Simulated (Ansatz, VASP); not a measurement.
Two plane-wave programs on C

```
CELL_PARAMETERS angstrom
0.00000 1.82076 1.82076
1.82076 0.00000 1.82076
1.82076 1.82076 0.00000
ATOMIC_POSITIONS crystal
C 0.00000 0.00000 0.00000
C 0.25000 0.25000 0.25000
```

Alike in both runs: task single point; functional PBE; k mesh 10 × 10 × 10; no spin polarisation.

```csv
,VASP,Ansatz
version,VASP 6.6.1,Ansatz 0.2.0
potentials or method,"VASP PAW PBE potentials, release 64 (C)","plane waves, PAW"
plane-wave cutoff (eV),600,420
occupations,"gaussian, width 0.01 eV",fixed
valence electrons in the cell,8,8
```

```tsv
	VASP	Ansatz	Ansatz less VASP
gap on the k mesh at the Fermi level (eV)	4.04	4.05	+0.011
pressure (GPa)	-22.7	-22.6	+0.13
```
